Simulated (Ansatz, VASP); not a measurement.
# Two plane-wave programs on Sn

Contents of INCAR:

```
PREC     = Accurate       # precision mode
ENCUT    = 520            # plane-wave cutoff, eV
EDIFF    = 1E-6           # SCF threshold, eV
ISMEAR   = 0              # smearing method
SIGMA    = 0.15           # smearing width, eV
LREAL    = F              # projectors in reciprocal space
LASPH    = T              # aspherical terms in the spheres
NELM     = 100            # most SCF steps
ALGO     = Fast           # electronic algorithm
ISIF     = 2              # what is computed and relaxed
LWAVE    = F              # write WAVECAR
LCHARG   = T              # write CHGCAR
GGA      = PE             # functional
LELF     = T              # ELF
LVHAR    = T            
NBANDS   = 21             # bands
```

File KPOINTS:

```
Automatic mesh
0
Gamma
  16 16 16
```

The input POSCAR:

```
Sn
1.0
    0.0000000000      3.3281477812      3.3281477812
    3.5278366481      0.0000000000      3.3281477812
    3.5278366481      3.3281477812      0.0000000000
Sn
2
Direct
    0.5000000000      0.5000000000      0.5000000000
    0.7500000000      0.7500000000      0.7500000000
```

Input for Ansatz:

```yaml
crystal:
  lattice:
    - [0.0, 3.3281477812, 3.3281477812]
    - [3.5278366481, 0.0, 3.3281477812]
    - [3.5278366481, 3.3281477812, 0.0]
  atoms:
    - { symbol: Sn, position: [0.5, 0.5, 0.5] }
    - { symbol: Sn, position: [0.75, 0.75, 0.75] }
basis:
  ecutwfc: 420
kpoints:
  mp_grid: { grid: [16, 16, 16] }
hamiltonian:
  xc: pbe
scf:
  occupations: { method: gaussian, width: 0.15 }
output:
  forces: true
  stress: true
  eigenvalues: true
  write_density: true
  write_potential: true
  elf: true
  volumetric_format: npy
```

Change from the starting cell: strain +0.0600 x Voigt [1, 0, 0, 0, 0, 0], atoms carried along.

Alike in both runs: task single point; functional PBE; k mesh 16 × 16 × 16; occupations gaussian, width 0.15 eV; no spin polarisation.

|  | VASP | Ansatz |
| --- | --- | --- |
| version | VASP 6.6.1 | Ansatz 0.2.0 |
| potentials or method | VASP PAW PBE potentials, release 64 (Sn_d), cutoff 520 eV | scalar-relativistic, plane waves, PAW |
| valence electrons in the cell | 28 | 28 |

|  | VASP | Ansatz | Ansatz less VASP |
| --- | --- | --- | --- |
| gap on the k mesh at the Fermi level (eV) | none | none | - |
| pressure (GPa) | -1.9 | -1.8 | +0.05 |
| traceless stress, the component that is largest in VASP (GPa) | -1.15 | -1.15 | -0.001 |

A gap of «none» marks a metal or a gap that the smearing closes.
